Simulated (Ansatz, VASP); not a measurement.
C: VASP beside Ansatz

```
CELL_PARAMETERS angstrom
2.11730 -1.22244 -0.01166
2.11730 1.22244 -0.01166
-1.39178 0.00000 3.33675
ATOMIC_POSITIONS crystal
C 0.83338 0.83338 0.00015
C 0.16662 0.16662 0.99985
```

Alike in both runs: functional LDA; k mesh 14 × 14 × 8; no spin polarisation.

Ansatz relaxed the structure, and its values are those at the end. VASP's run is a single point on that final structure, the one shown.

|  | VASP | Ansatz |
| --- | --- | --- |
| version | VASP 6.6.1 | Ansatz 0.2.0 |
| potentials or method | VASP PAW LDA potentials, release 64 (C), cutoff 520 eV | scalar-relativistic, plane waves, PAW |
| occupations | gaussian, width 0.01 eV | fixed |
| valence electrons in the cell | 8 | 8 |

VASP gave:

| Quantity | Value |
| --- | --- |
| gap on the k mesh at the Fermi level (eV) | 0.65 |
| least direct gap on the mesh (eV) | 0.65 |
| pressure (GPa) | 0.8 |

Task: Estimate Ansatz's values.

Result: gap on the k mesh at the Fermi level (eV): 0.65; least direct gap on the mesh (eV): 0.65; pressure (GPa): 0.0.

LDA's correlation is that of Perdew and Zunger in VASP and of Perdew and Wang (1992) in Ansatz.
